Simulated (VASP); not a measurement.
Input of a VASP 6.6.1 run:

INCAR

```
  PREC = Accurate
  ENCUT = 520
  EDIFF = 1E-6
  ISMEAR = 0
  SIGMA = 0.15
  LREAL = F
  LASPH = T
  NELM = 60
  ALGO = Normal
  ISIF = 2
  LWAVE = F
  LCHARG = F
  GGA = CA
  NBANDS = 14
```

File KPOINTS:

```
regular mesh
0
Gamma
  18 18 18
```

The input POSCAR:

```
ZrB
1.0
    0.0000000000      2.4314533433      2.2882407414
    2.4314533433      0.0000000000      2.2882407414
    2.4314533433      2.4314533433      0.0000000000
Zr B
1 1
Direct
    0.0000000000      0.0000000000      0.0000000000
    0.5000000000      0.5000000000      0.5000000000
```

Potentials or basis: VASP PAW LDA potentials, release 64 (Zr_sv, B).

Run with:

```bash
$ cat potpaw_LDA.64/Zr_sv/POTCAR potpaw_LDA.64/B/POTCAR > POTCAR
$ mpirun -np 1 vasp_std > vasp.out
```

(1) Estimate the pressure.

Answers

(1) 9.2 GPa.
